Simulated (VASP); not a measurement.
# SrBr3 (P6_3/mmc) in VASP: single point with PBE

Aim: the single point of SrBr3 with PBE.

Everything below comes from runs of VASP 6.6.1. Logs are shortened: lines on timing, memory, paths and dates and some standing lists are left out, and cuts for length are marked.

## Step 1: The cell of the first run

It takes space group P6_3/mmc (No. 194, hexagonal). The conventional cell has a = 6.764 Å, b = 6.764 Å, c = 6.024 Å, α = 90.00°, β = 90.00°, γ = 120.00°. Sr (site symmetry -6m2) has 12 Br at 3.38 to 3.55 Å within 4.4 Å. Within 4.3 Å of Br (site symmetry mm2) lie 8 Br at 3.26 to 3.63 Å and 4 Sr at 3.38 to 3.55 Å.

## Step 2: Single point, PBE

Input file INCAR:

```
PREC = Accurate
ENCUT = 520
EDIFF = 1E-6
ISMEAR = 0
SIGMA = 0.01
LREAL = F
LASPH = T
NELM = 80
ALGO = Normal
ISIF = 2
LWAVE = F
LCHARG = F
GGA = PE
NBANDS = 41
```

Input file KPOINTS:

```
regular mesh
0
Gamma
  5 5 5
```

Input file POSCAR:

```
SrBr3
1.0
    6.7640622058      0.0000000000      0.0000000000
   -3.3820311029      5.8578497030      0.0000000000
    0.0000000000      0.0000000000      6.0242580000
Sr Br
2 6
Direct
    0.3333333333      0.6666666667      0.7500000000
    0.6666666667      0.3333333333      0.2500000000
    0.1726970050      0.3453940100      0.2500000000
    0.1726970050      0.8273029950      0.2500000000
    0.6546059900      0.8273029950      0.2500000000
    0.8273029950      0.6546059900      0.7500000000
    0.8273029950      0.1726970050      0.7500000000
    0.3453940100      0.1726970050      0.7500000000
```

Potentials or basis: VASP PAW PBE potentials, release 64 (Sr_sv, Br).

Started as:

```sh
cat potpaw_PBE.64/Sr_sv/POTCAR potpaw_PBE.64/Br/POTCAR > POTCAR
mpirun -np 1 vasp_std > vasp.out
```

OUTCAR:

```text
PREC = Accurate
   ENCUT = 520
   EDIFF = 1E-6
   ISMEAR = 0
   LREAL = F
   LASPH = T
   NELM = 80
   ISIF = 2
   GGA = PE

 ion  position               nearest neighbor table
   1  0.333  0.667  0.750-   8 3.38   6 3.38   7 3.38   7 3.38   8 3.38   6 3.38   4 3.55   4 3.55
                             3 3.55   3 3.55   5 3.55   5 3.55   2 4.93   2 4.93   2 4.93   2 4.93
   2  0.667  0.333  0.250-   5 3.38   3 3.38   4 3.38   4 3.38   5 3.38   3 3.38   7 3.55   7 3.55
                             6 3.55   6 3.55   8 3.55   8 3.55   1 4.93   1 4.93   1 4.93   1 4.93
   3  0.173  0.345  0.250-   2 3.38   2 3.38   1 3.55   1 3.55
   4  0.173  0.827  0.250-   2 3.38   2 3.38   1 3.55   1 3.55
   5  0.655  0.827  0.250-   2 3.38   2 3.38   1 3.55   1 3.55
   6  0.827  0.655  0.750-   1 3.38   1 3.38   2 3.55   2 3.55
   7  0.827  0.173  0.750-   1 3.38   1 3.38   2 3.55   2 3.55
   8  0.345  0.173  0.750-   1 3.38   1 3.38   2 3.55   2 3.55

  LATTYP: Found a hexagonal cell.
 ALAT       =     6.7640622058
 C/A-ratio  =     0.8906272321

  Lattice vectors:

 A1 = (   6.7640622058,   0.0000000000,   0.0000000000)
 A2 = (  -3.3820311029,   5.8578497030,   0.0000000000)
 A3 = (   0.0000000000,   0.0000000000,   6.0242580000)

Analysis of symmetry for initial positions (statically):
=====================================================================
 Subroutine PRICEL returns:
 Original cell was already a primitive cell.

 Routine SETGRP: Setting up the symmetry group for a
 hexagonal supercell.

 Subroutine GETGRP returns: Found 24 space group operations
 (whereof 12 operations were pure point group operations)
 out of a pool of 24 trial point group operations.

The static configuration has the point symmetry D_3d.
 The point group associated with its full space group is D_6h.

Analysis of symmetry for dynamics (positions and initial velocities):
=====================================================================
 Subroutine PRICEL returns:
 Original cell was already a primitive cell.

 Routine SETGRP: Setting up the symmetry group for a
 hexagonal supercell.

 Subroutine GETGRP returns: Found 24 space group operations
 (whereof 12 operations were pure point group operations)
 out of a pool of 24 trial point group operations.

The dynamic configuration has the point symmetry D_3d.
 The point group associated with its full space group is D_6h.

 Subroutine INISYM returns: Found 24 space group operations
 (whereof 12 operations are pure point group operations),
 and found     1 'primitive' translations

----------------------------------------------------------------------------------------

                                     Primitive cell

  volume of cell :     238.6983

  direct lattice vectors                    reciprocal lattice vectors
     6.764062206  0.000000000  0.000000000     0.147840154  0.085355553  0.000000000
    -3.382031103  5.857849703  0.000000000     0.000000000  0.170711106  0.000000000
     0.000000000  0.000000000  6.024258000     0.000000000  0.000000000  0.165995547

  length of vectors
     6.764062206  6.764062206  6.024258000     0.170711106  0.170711106  0.165995547

  position of ions in fractional coordinates (direct lattice)
     0.333333333  0.666666667  0.750000000
     0.666666667  0.333333333  0.250000000
     0.172697005  0.345394010  0.250000000
     0.172697005  0.827302995  0.250000000
     0.654605990  0.827302995  0.250000000
     0.827302995  0.654605990  0.750000000
     0.827302995  0.172697005  0.750000000
     0.345394010  0.172697005  0.750000000

  ion indices of the primitive-cell ions
   primitive index   ion index
                 1           1
                 2           2
                 3           3
                 4           4
                 5           5
                 6           6
                 7           7
                 8           8

----------------------------------------------------------------------------------------

 KPOINTS: regular mesh

Automatic generation of k-mesh.
 Grid dimensions read from file:
 generate k-points for:    5    5    5

 Generating k-lattice:

  Cartesian coordinates                     Fractional coordinates (reciprocal lattice)
     0.029568031  0.017071111  0.000000000     0.200000000 -0.000000000  0.000000000
     0.000000000  0.034142221  0.000000000     0.000000000  0.200000000  0.000000000
     0.000000000  0.000000000  0.033199109     0.000000000  0.000000000  0.200000000

  Length of vectors
     0.034142221  0.034142221  0.033199109

  Shift w.r.t. Gamma in fractional coordinates (k-lattice)
     0.000000000  0.000000000  0.000000000

 Subroutine IBZKPT returns following result:
 ===========================================

 Found     15 irreducible k-points:

 Following reciprocal coordinates:
            Coordinates               Weight
  0.000000  0.000000  0.000000      1.000000
  0.200000  0.000000  0.000000      6.000000
  0.400000 -0.000000  0.000000      6.000000
  0.200000  0.200000  0.000000      6.000000
  0.400000  0.200000  0.000000      6.000000
  0.000000  0.000000  0.200000      2.000000
  0.200000  0.000000  0.200000     12.000000
  0.400000 -0.000000  0.200000     12.000000
  0.200000  0.200000  0.200000     12.000000
  0.400000  0.200000  0.200000     12.000000
  0.000000  0.000000  0.400000      2.000000
  0.200000  0.000000  0.400000     12.000000
  0.400000 -0.000000  0.400000     12.000000
  0.200000  0.200000  0.400000     12.000000
  0.400000  0.200000  0.400000     12.000000
   k-points           NKPTS =     15   k-points in BZ     NKDIM =     15   number of bands    NBANDS=     41
   number of dos      NEDOS =    301   number of ions     NIONS =      8
   total plane-waves  NPLWV = 120000
   dimension x,y,z NGX =    50 NGY =   50 NGZ =   48
   dimension x,y,z NGXF=   100 NGYF=  100 NGZF=   96
   ions per type =               2   6
   NGX,Y,Z   is equivalent  to a cutoff of  12.29, 12.29, 13.25 a.u.
   NGXF,Y,Z  is equivalent  to a cutoff of  24.58, 24.58, 26.49 a.u.
 SYSTEM =  unknown system
   PREC   = accura    normal or accurate (medium, high low for compatibility)
   ISTART =      0    job   : 0-new  1-cont  2-samecut
   ICHARG =      2    charge: 1-file 2-atom 10-const
   ISPIN  =      1    spin polarized calculation?
   LNONCOLLINEAR =      F non collinear calculations
   LSORBIT =      F    spin-orbit coupling
   LASPH  =      T    aspherical Exc in radial PAW
   ENCUT  =  520.0 eV  38.22 Ry    6.18 a.u.  12.58 12.58 11.20*2*pi/ulx,y,z
   NELM   =     80;   NELMIN=  2; NELMDL= -5     # of ELM steps
   EDIFF  = 0.1E-05   stopping-criterion for ELM
   LREAL  =      F    real-space projection
   EDIFFG = 0.1E-04   stopping-criterion for IOM
   NSW    =      0    number of steps for IOM
   IBRION =     -1    ionic relax: 0-MD 1-quasi-New 2-CG
   NFREE  =      0    steps in history (QN), initial steepest desc. (CG)
   ISIF   =      2    stress and relaxation
   ISYM   =      2    0-nonsym 1-usesym 2-fastsym
   POTIM  = 0.5000    time-step for ionic-motion
   TEBEG  =    0.0;   TEEND  =   0.0 temperature during run
   PSTRESS=    0.0 pullay stress
   NELECT =      62.0000    total number of electrons
   NUPDOWN=      -1.0000    fix difference up-down
   EMIN   =  10.00;   EMAX   =-10.00  energy-range for DOS
   EFERMI =   0.00;   METHOD = LEGACY
   ISMEAR =     0;   SIGMA  =   0.01  broadening in eV -4-tet -1-fermi 0-gaus
   EFERMI_NEDOS =   21; number of points for ismear=-14 and -15
   IALGO  =     38    algorithm
   IMIX   =      4    mixing-type and parameters
     AMIX     =   0.40;   BMIX     =  1.00
     AMIX_MAG =   1.60;   BMIX_MAG =  1.00
  volume/ion in A,a.u.               =      29.84       201.35
  Fermi-wavevector in a.u.,A,eV,Ry     =   1.044533  1.973882 14.844632  1.091050
  Thomas-Fermi vector in A             =   2.179290
   LORBIT       =      0    0 simple, 1 ext, 2 COOP (PROOUT), +10 PAW based schemes
   GGA     = PE    functional components
   LHFCALC =     F    Hartree Fock is set to
   AEXX    =    0.0000 exact exchange contribution
   IVDW    =     0    specifies the selected vdW correction
   LEPSILON=     F    determine dielectric tensor
   LRPA    =     F    only Hartree local field effects (RPA)
 non-spin polarized calculation
 Gauss-broadening in eV      SIGMA  =   0.01
  energy-cutoff  :      520.00
  volume of cell :      238.70
 maximum number of plane-waves:      6455
 NGX is ok and might be reduce to    50
   NGX = 25   NGY = 25   NGZ = 23

 number of electron      61.9999993 magnetization

 Free energy of the ion-electron system (eV)
  ---------------------------------------------------
  ext. energy  EPLUGINS =         0.00000000
  ---------------------------------------------------
  free energy    TOTEN  =       -23.41903744 eV

  energy without entropy =      -23.41851418  energy(sigma->0) =      -23.41877581

 E-fermi :   1.3757     XC(G=0):  -8.7750

 val. band max:        1.3692718701   @ k =   0.2000   0.2000   0.2000
 cond. band min:       1.3984245085   @ k =   0.4000  -0.0000   0.4000
 fundamental gap:      0.0291526385
 Fermi energy:         1.3757297803

 k-point     1 :       0.0000    0.0000    0.0000
  band No.  band energies     occupation
      1     -33.5550      2.00000
      2     -33.5531      2.00000
      3     -15.5096      2.00000
      4     -15.5090      2.00000
      5     -15.5090      2.00000
      6     -15.4885      2.00000
[... 33 lines left out ...]
     40       6.4851      0.00000
     41       6.4851      0.00000

 k-point     2 :       0.2000    0.0000    0.0000
  band No.  band energies     occupation
      1     -33.5549      2.00000
      2     -33.5533      2.00000
      3     -15.5197      2.00000
      4     -15.5168      2.00000
      5     -15.5076      2.00000
      6     -15.4955      2.00000
[... 561 lines left out ...]
     40       6.8716      0.00000
     41       7.0340      0.00000

 k-point    15 :       0.4000    0.2000    0.4000
  band No.  band energies     occupation
      1     -33.5541      2.00000
      2     -33.5540      2.00000
      3     -15.5496      2.00000
      4     -15.5462      2.00000
      5     -15.5182      2.00000
      6     -15.5014      2.00000
[... 33 lines left out ...]
     40       6.9197      0.00000
     41       7.5817      0.00000

------------------------ aborting loop because EDIFF is reached ----------------------------------------

  FORCE on cell =-STRESS in cart. coord.  units (eV):
  Direction    XX          YY          ZZ          XY          YZ          ZX
  --------------------------------------------------------------------------------------
  -------------------------------------------------------------------------------------
  Total       -0.6880740     -0.6880740      0.0030935      0.0000000      0.0000000      0.0000000
  in kB       -4.6184512     -4.6184512      0.0207641      0.0000000      0.0000000      0.0000000
  external PRESSURE =      -3.0720461 kB  Pullay stress =       0.0000000 kB

 VOLUME and BASIS-vectors are now :
 -----------------------------------------------------------------------------
  energy-cutoff  :      520.00
  volume of cell :      238.70
      direct lattice vectors                 reciprocal lattice vectors
     6.764062206  0.000000000  0.000000000     0.147840154  0.085355553  0.000000000
    -3.382031103  5.857849703  0.000000000     0.000000000  0.170711106  0.000000000
     0.000000000  0.000000000  6.024258000     0.000000000  0.000000000  0.165995547

 POSITION                                       TOTAL-FORCE (eV/Angst)
 -----------------------------------------------------------------------------------
     -0.00000      3.90523      4.51819         0.000000      0.000000      0.000000
      3.38203      1.95262      1.50606         0.000000     -0.000000      0.000000
      0.00000      2.02327      1.50606         0.000000     -0.044484      0.000000
     -1.62983      4.84622      1.50606        -0.038524      0.022242     -0.000000
      1.62983      4.84622      1.50606         0.038524      0.022242     -0.000000
      3.38203      3.83458      4.51819        -0.000000      0.044484     -0.000000
      5.01186      1.01163      4.51819         0.038524     -0.022242      0.000000
      1.75220      1.01163      4.51819        -0.038524     -0.022242      0.000000
 -----------------------------------------------------------------------------------
    total drift:                               -0.000000      0.000000      0.000000

  FREE ENERGIE OF THE ION-ELECTRON SYSTEM (eV)
  ---------------------------------------------------
  free  energy   TOTEN  =       -23.4190374389 eV

  energy  without entropy=      -23.4185141850  energy(sigma->0) =      -23.41877581
```

Wall time 1.7 min (1 thread of AMD EPYC 7R13 (Zen 3), shared host); peak memory 0.36 GiB.

Results:

- Free energy: -23.4190 eV
- Pressure: -0.3 GPa
- Largest force: 0.044 eV/Å
- Band gap on the k mesh: zero (band 31 reaches 1.66 eV, above the bottom of band 32 at 1.22 eV)

Forces on the atoms (eV/Å):
```
Sr   0.000  0.000  0.000
Sr   0.000  0.000  0.000
Br   0.000 -0.044  0.000
Br  -0.039  0.022  0.000
Br   0.039  0.022  0.000
Br   0.000  0.044  0.000
Br   0.039 -0.022  0.000
Br  -0.039 -0.022  0.000
```
